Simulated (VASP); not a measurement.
# BaTiO3 (Amm2) in VASP: notebook, part 2 of 2

VASP 6.6.1. The steps go on from the part before.

### Step 3. Relaxation of cell and atoms, PBE

This run uses another cell than the first one, of 12.87 Å³/atom.

Input file INCAR:

```
SYSTEM = BaTiO3
ALGO = Normal
EDIFF = 1E-6
EDIFFG = -0.005
ENCUT = 600
GGA = PE
IBRION = 2
ISIF = 3
ISMEAR = 0
LASPH = .TRUE.
LCHARG = .FALSE.
LREAL = .FALSE.
LWAVE = .FALSE.
NELM = 100
NSW = 100
PREC = Accurate
SIGMA = 0.02
```

Input file KPOINTS:

```
k-points
0
G
  8 8 8
  0 0 0
```

Input file POSCAR:

```
BaTiO3
1.0
    3.9841000000      0.0000000000      0.0000000000
    0.0000000000      2.8370500000      2.8458000000
    0.0000000000     -2.8370500000      2.8458000000
Ba Ti O
1 1 3
Direct
    0.0000000000      0.0000000000      0.0000000000
    0.5000000000      0.5079000000      0.5079000000
    0.0000000000      0.4921000000      0.4921000000
    0.5000000000      0.5025100000      0.9937100000
    0.5000000000      0.9937100000      0.5025100000
```

Potentials or basis: VASP PAW PBE potentials, release 64 (Ba_sv, Ti_sv, O).

The run is started by

```sh
$ cat potpaw_PBE.64/Ba_sv/POTCAR potpaw_PBE.64/Ti_sv/POTCAR potpaw_PBE.64/O/POTCAR > POTCAR
$ mpirun -np 1 vasp_std > vasp.out
```

OUTCAR:

```text
SYSTEM = BaTiO3
   EDIFF = 1E-6
   EDIFFG = -0.005
   ENCUT = 600
   GGA = PE
   IBRION = 2
   ISIF = 3
   ISMEAR = 0
   LASPH = .TRUE.
   LREAL = .FALSE.
   NELM = 100
   NSW = 100
   PREC = Accurate

 ion  position               nearest neighbor table
   1  0.000  0.000  0.000-   3 2.80   4 2.82   5 2.82   4 2.82   5 2.82   4 2.84   5 2.84   5 2.84
                             4 2.84   3 2.84   3 2.84   3 2.89   2 3.44   2 3.44   2 3.47   2 3.47
   2  0.500  0.508  0.508-   4 1.95   5 1.95   3 1.99   3 1.99   5 2.07   4 2.07   1 3.44   1 3.44
                             1 3.47   1 3.47   1 3.47   1 3.47   1 3.51   1 3.51
   3  0.000  0.492  0.492-   2 1.99   2 1.99   1 2.80   1 2.84   1 2.84   1 2.89
   4  0.500  0.503  0.994-   2 1.95   2 2.07   1 2.82   1 2.82   1 2.84   1 2.84
   5  0.500  0.994  0.503-   2 1.95   2 2.07   1 2.82   1 2.82   1 2.84   1 2.84

  LATTYP: Found a base centered orthorhombic cell.
 ALAT       =     5.6741000000
 B/A-ratio  =     1.0030841896
 C/A-ratio  =     0.7021554079

  Lattice vectors:

 A1 = (   0.0000000000,   2.8370500000,  -2.8458000000)
 A2 = (   0.0000000000,   2.8370500000,   2.8458000000)
 A3 = (   3.9841000000,   0.0000000000,   0.0000000000)

Analysis of symmetry for initial positions (statically):
=====================================================================
 Subroutine PRICEL returns:
 Original cell was already a primitive cell.

 Routine SETGRP: Setting up the symmetry group for a
 base centered orthorhombic supercell.

 Subroutine GETGRP returns: Found  4 space group operations
 (whereof  4 operations were pure point group operations)
 out of a pool of  8 trial point group operations.

The static configuration has the point symmetry C_2v.

Analysis of symmetry for dynamics (positions and initial velocities):
=====================================================================
 Subroutine PRICEL returns:
 Original cell was already a primitive cell.

 Routine SETGRP: Setting up the symmetry group for a
 base centered orthorhombic supercell.

[... 155 lines left out ...]
  ---------------------------------------------------
  ext. energy  EPLUGINS =         0.00000000
  ---------------------------------------------------
  free energy    TOTEN  =       -39.98124002 eV

  energy without entropy =      -39.98124002  energy(sigma->0) =      -39.98124002

------------------------ aborting loop because EDIFF is reached ----------------------------------------

  FORCE on cell =-STRESS in cart. coord.  units (eV):
  Direction    XX          YY          ZZ          XY          YZ          ZX
  --------------------------------------------------------------------------------------
  -------------------------------------------------------------------------------------
  Total        1.7005775      1.4208299      1.1325089      0.0000000      0.0000000      0.0000000
  in kB       42.3521448     35.3851524     28.2046430      0.0000000      0.0000000      0.0000000
  external PRESSURE =      35.3139801 kB  Pullay stress =       0.0000000 kB
[... 98 lines left out ...]
  FREE ENERGIE OF THE ION-ELECTRON SYSTEM (eV)
  ---------------------------------------------------
  free  energy   TOTEN  =       -40.0004137733 eV

  energy  without entropy=      -40.0004137733  energy(sigma->0) =      -40.00041377

[... ionic steps 4 to 19 ...]

--------------------------------------- Ionic step       20  -------------------------------------------

 number of electron      39.9999986 magnetization

------------------------ aborting loop because EDIFF is reached ----------------------------------------
[... 73 lines left out ...]
--------------------------------------- Ionic step       22  -------------------------------------------

 number of electron      39.9999985 magnetization

 Free energy of the ion-electron system (eV)
  ---------------------------------------------------
  ext. energy  EPLUGINS =         0.00000000
  ---------------------------------------------------
  free energy    TOTEN  =       -40.05769282 eV

  energy without entropy =      -40.05769282  energy(sigma->0) =      -40.05769282

 E-fermi :   3.5415     XC(G=0): -10.9454

 val. band max:        3.4244063534   @ k =   0.5000   0.5000   0.5000
 cond. band min:       5.7656465618   @ k =   0.0000   0.0000   0.0000
 fundamental gap:      2.3412402084
 Fermi energy:         3.5415481121

 k-point     1 :       0.0000    0.0000    0.0000
  band No.  band energies     occupation
      1     -52.9802      2.00000
      2     -29.2604      2.00000
      3     -29.2558      2.00000
      4     -29.1726      2.00000
      5     -21.5951      2.00000
      6     -13.3372      2.00000
[... 637 lines left out ...]
     23       7.3481      0.00000
     24       8.0750      0.00000

 [... further k-points ...]

------------------------ aborting loop because EDIFF is reached ----------------------------------------

  FORCE on cell =-STRESS in cart. coord.  units (eV):
  Direction    XX          YY          ZZ          XY          YZ          ZX
  --------------------------------------------------------------------------------------
  -------------------------------------------------------------------------------------
  Total       -0.0003339     -0.0221650      0.0001299      0.0000000      0.0000000      0.0000000
  in kB       -0.0079029     -0.5246475      0.0030745      0.0000000      0.0000000      0.0000000
  external PRESSURE =      -0.1764920 kB  Pullay stress =       0.0000000 kB
[... 20 lines left out ...]
  FREE ENERGIE OF THE ION-ELECTRON SYSTEM (eV)
  ---------------------------------------------------
  free  energy   TOTEN  =       -40.0576928214 eV

  energy  without entropy=      -40.0576928214  energy(sigma->0) =      -40.05769282

 reached required accuracy - stopping structural energy minimisation
```

OSZICAR:

```text
N       E                     dE             d eps       ncg     rms          rms(c)
DAV:   1     0.484790237063E+03    0.48479E+03   -0.23302E+04  5040   0.201E+03
DAV:   2     0.353870084784E+01   -0.48125E+03   -0.47363E+03  6168   0.517E+02
DAV:   3    -0.486465009324E+02   -0.52185E+02   -0.51208E+02  7416   0.156E+02
DAV:   4    -0.508637930423E+02   -0.22173E+01   -0.22161E+01  7192   0.303E+01
[... 195 lines left out ...]
       N       E                     dE             d eps       ncg     rms          rms(c)
DAV:   1    -0.400577086955E+02   -0.10980E-04   -0.15314E-03  5040   0.383E-01    0.313E-02
DAV:   2    -0.400576984634E+02    0.10232E-04   -0.83614E-05  5496   0.786E-02    0.161E-02
DAV:   3    -0.400576934270E+02    0.50364E-05   -0.23084E-05  7256   0.333E-02    0.636E-03
DAV:   4    -0.400576928214E+02    0.60561E-06   -0.42450E-06  5960   0.145E-02
  22 F= -.40057693E+02 E0= -.40057693E+02  d E =-.857483E-05
```

Wall time 16 min (1 thread of AMD EPYC 9R45 (Zen 5), shared host); peak memory 0.33 GiB.

Results:

```yaml
Free_energy: -40.0577 eV
Relaxed_volume: 13.54 Å³/atom
Relaxed_cell: a = 3.981 Å, b = 4.124 Å, c = 4.124 Å, α = 89.51°, β = 90.00°, γ = 90.00°
Space_group_after_relaxing_to_0.1_Å: Amm2 (No. 38)
Energy_gained_by_relaxing: 15.3 meV/atom
Ionic_steps: 22
Pressure_after_relaxing: 0.0 GPa
Largest_force_after_relaxing: 0.003 eV/Å
Band_gap_on_the_k_mesh: 2.34 eV (least direct gap 2.90 eV)
```

Forces in eV/Å, atoms in the order of the input:
```
Ba   0.000  0.000  0.003
Ti   0.000  0.000  0.002
O    0.000  0.000 -0.003
O    0.000  0.000 -0.001
O    0.000  0.000 -0.001
```

The path:
```csv
step,energy change (eV),largest force (eV/Å),pressure (GPa),volume (Å³)
1,0.0000,0.1828,3.53,64.33
2,-0.0109,0.3587,-2.87,67.01
3,-0.0192,0.2835,-0.46,65.92
4,-0.0291,0.3265,-0.32,66.01
5,-0.0486,0.1575,0.63,66.26
6,-0.0550,0.1395,0.50,66.52
7,-0.0614,0.2361,0.44,67.31
8,-0.0685,0.1566,-0.57,67.77
9,-0.0691,0.1496,-0.94,67.94
10,-0.0724,0.1421,0.03,67.54
11,-0.0725,0.1400,0.35,67.41
12,-0.0742,0.1027,0.19,67.47
13,-0.0756,0.1039,-0.20,67.61
14,-0.0762,0.0247,0.33,67.50
15,-0.0763,0.0234,0.19,67.53
16,-0.0764,0.0132,-0.08,67.68
17,-0.0764,0.0138,-0.06,67.66
18,-0.0764,0.0146,-0.03,67.65
19,-0.0764,0.0073,0.03,67.65
20,-0.0764,0.0069,0.05,67.65
21,-0.0765,0.0008,0.04,67.68
22,-0.0765,0.0030,-0.02,67.69
```

Final structure:
```
Ba Ti O
1.0
     3.98061    0.00000    0.00000
     0.00000    2.90346    2.92830
     0.00000   -2.90346    2.92830
Ba Ti O
1 1 3
Direct
  0.00000 0.01078 0.01078
  0.50000 0.52822 0.52822
  0.00000 0.48763 0.48763
  0.50000 0.49389 0.97571
  0.50000 0.97571 0.49389
```

Caveat: spin-orbit coupling is left out, which moves the levels of the heavy elements. Zero-point motion and thermal expansion aren't in these numbers.

### Step 4. Relaxation of cell and atoms, PBE

This run uses another cell than the first one, of 12.87 Å³/atom.

INCAR is that of step 3.

KPOINTS is that of step 3.

POSCAR is that of step 3.

The run is started by

```sh
$ cat potpaw_PBE.64/Ba_sv/POTCAR potpaw_PBE.64/Ti_sv/POTCAR potpaw_PBE.64/O/POTCAR > POTCAR
$ mpirun -np 1 vasp_std > vasp.out
```

Run time: 17 min. Hardware: 1 thread of AMD EPYC 9R45 (Zen 5), shared host; peak memory 0.33 GiB.

It converged, with:

* Free energy: -40.0577 eV
* Relaxed volume: 13.54 Å³/atom
* Relaxed cell: a = 3.981 Å, b = 4.124 Å, c = 4.124 Å, α = 89.51°, β = 90.00°, γ = 90.00°
* Space group after relaxing (to 0.1 Å): Amm2 (No. 38)
* Energy gained by relaxing: 15.3 meV/atom
* Ionic steps: 22
* Pressure after relaxing: 0.0 GPa
* Largest force after relaxing: 0.003 eV/Å
* Band gap on the k mesh: 2.34 eV (least direct gap 2.90 eV)

Forces on the atoms (eV/Å):
```
Ba   0.000  0.000  0.003
Ti   0.000  0.000  0.002
O    0.000  0.000 -0.003
O    0.000  0.000 -0.001
O    0.000  0.000 -0.001
```

The path:
```
step  energy change (eV)  largest force (eV/Å)  pressure (GPa)  volume (Å³)
   1              0.0000                0.1828            3.53        64.33
   2             -0.0109                0.3587           -2.87        67.01
   3             -0.0192                0.2835           -0.46        65.92
   4             -0.0291                0.3265           -0.32        66.01
   5             -0.0486                0.1575            0.63        66.26
   6             -0.0550                0.1395            0.50        66.52
   7             -0.0614                0.2361            0.44        67.31
   8             -0.0685                0.1566           -0.57        67.77
   9             -0.0691                0.1496           -0.94        67.94
  10             -0.0724                0.1421            0.03        67.54
  11             -0.0725                0.1400            0.35        67.41
  12             -0.0742                0.1027            0.19        67.47
  13             -0.0756                0.1039           -0.20        67.61
  14             -0.0762                0.0247            0.33        67.50
  15             -0.0763                0.0234            0.19        67.53
  16             -0.0764                0.0132           -0.08        67.68
  17             -0.0764                0.0138           -0.06        67.66
  18             -0.0764                0.0146           -0.03        67.65
  19             -0.0764                0.0073            0.03        67.65
  20             -0.0764                0.0069            0.05        67.65
  21             -0.0765                0.0008            0.04        67.68
  22             -0.0765                0.0030           -0.02        67.69
```

Final structure:
```yaml
crystal:
  lattice:
    - [3.98061, 0.00000, 0.00000]
    - [0.00000, 2.90346, 2.92830]
    - [0.00000, -2.90346, 2.92830]
  atoms:
    - { symbol: Ba, position: [0.00000, 0.01078, 0.01078] }
    - { symbol: Ti, position: [0.50000, 0.52822, 0.52822] }
    - { symbol: O, position: [0.00000, 0.48763, 0.48763] }
    - { symbol: O, position: [0.50000, 0.49389, 0.97571] }
    - { symbol: O, position: [0.50000, 0.97571, 0.49389] }
```

Levels at points of the mesh, in eV from the valence-band top:
| k point | band 18 | band 19 | band 20 | band 21 | band 22 | band 23 |
| --- | --- | --- | --- | --- | --- | --- |
| (0.00, 0.00, 0.00) | -0.73 | -0.64 | -0.56 | 2.34 | 2.65 | 2.68 |
| (0.50, 0.00, 0.00) | -1.45 | -1.34 | -1.21 | 2.75 | 3.59 | 3.86 |
| (0.00, 0.50, 0.00) | -1.63 | -1.06 | -0.82 | 2.58 | 3.67 | 3.67 |
| (0.50, 0.50, 0.00) | -1.00 | -0.94 | -0.08 | 3.69 | 3.74 | 4.05 |
| (0.00, 0.50, 0.50) | -0.99 | -0.88 | -0.35 | 3.64 | 3.74 | 3.90 |
| (0.50, 0.50, 0.50) | -0.28 | -0.04 | 0.00 | 4.08 | 4.13 | 4.31 |

Caveat: spin-orbit coupling is left out, which moves the levels of the heavy elements.
